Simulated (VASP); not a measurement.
The system is As.

```
As
1.0
     1.88080    1.08588    3.51406
    -1.88080    1.08588    3.51406
     0.00000   -2.17176    3.51406
As
2
Direct
  0.22600 0.22600 0.22600
  0.77400 0.77400 0.77400
```

* Program: VASP 6.6.1
* Task: relaxation of cell and atoms
* Functional: RPBE
* Potentials or basis: VASP PAW PBE potentials, release 64 (As_d)
* Cutoff: 510 eV
* k mesh: 9 × 9 × 9
* Occupations: fermi-dirac, width 0.05 eV
* Spin: no spin polarisation

At the start: pressure 5.6 GPa; volume 21.53 Å³/atom.

Task: Where does the relaxation end?

Result: Over 40 steps the energy falls by 68.5 meV/atom and the volume is 29.89 Å³/atom (+38.8 %); space group R-3m (No. 166, to 0.1 Å) before and after.

The path:
```
step  energy change (eV)  largest force (eV/Å)  pressure (GPa)  volume (Å³)
   1              0.0000                0.4701            5.58        43.06
   2             -0.0271                0.5358           -2.75        47.90
   3             -0.0513                0.1596            0.34        45.82
   4             -0.0513                0.1710            0.15        45.88
   5             -0.0541                0.1140            0.05        46.19
   6             -0.0579                0.0644           -0.17        47.13
   7             -0.0605                0.0644            0.01        47.24
   8             -0.0656                0.0662            0.51        47.58
   9             -0.0671                0.0675            1.58        48.14
  10             -0.0682                0.0409            1.44        48.32
  11             -0.0710                0.0412            1.20        48.87
  12             -0.0748                0.2019            0.63        49.94
  13             -0.0753                0.5237           -0.27        52.04
  14             -0.0763                0.3452            0.25        50.92
  15             -0.0801                0.3372            0.07        51.56
  16             -0.0922                0.2852           -0.14        53.46
  17             -0.1199                0.1002           -0.28        57.23
  18             -0.0875                0.5133           -0.79        64.69
  19             -0.1269                0.2122            0.20        58.74
  20             -0.1254                0.4235            0.05        61.72
  21             -0.1291                0.3333            0.21        60.31
  22             -0.1289                0.3560            0.19        60.67
  23             -0.1291                0.2715           -0.31        61.91
  24             -0.1299                0.3119           -0.06        61.33
  25             -0.1318                0.2537           -0.11        61.17
  26             -0.1354                0.0802           -0.26        60.70
  27             -0.1337                0.2552           -0.57        59.75
  28             -0.1361                0.0379           -0.38        60.36
  29             -0.1366                0.0160           -0.18        60.10
  30             -0.1368                0.0019           -0.06        59.93
  31             -0.1368                0.0268            0.18        59.60
  32             -0.1369                0.0084           -0.01        59.81
  33             -0.1369                0.0129            0.04        59.75
  34             -0.1369                0.0117            0.02        59.77
  35             -0.1369                0.0004            0.03        59.77
  36             -0.1369                0.0020            0.02        59.77
  37             -0.1369                0.0071            0.02        59.77
  38             -0.1369                0.0171            0.00        59.78
  39             -0.1369                0.0109            0.01        59.78
  40             -0.1369                0.0096            0.03        59.78
```

Final structure:
```
As
1.0
     1.83320    1.05840    5.13529
    -1.83320    1.05840    5.13529
     0.00000   -2.11679    5.13529
As
2
Cartesian
  0.0000 0.0000 3.2576
  0.0000 0.0000 12.1482
```

Caveat: the volume moved by over 15 % at a fixed basis, so the end points are rough; the PAW data sets were made with another functional, which shifts forces and pressure a little.
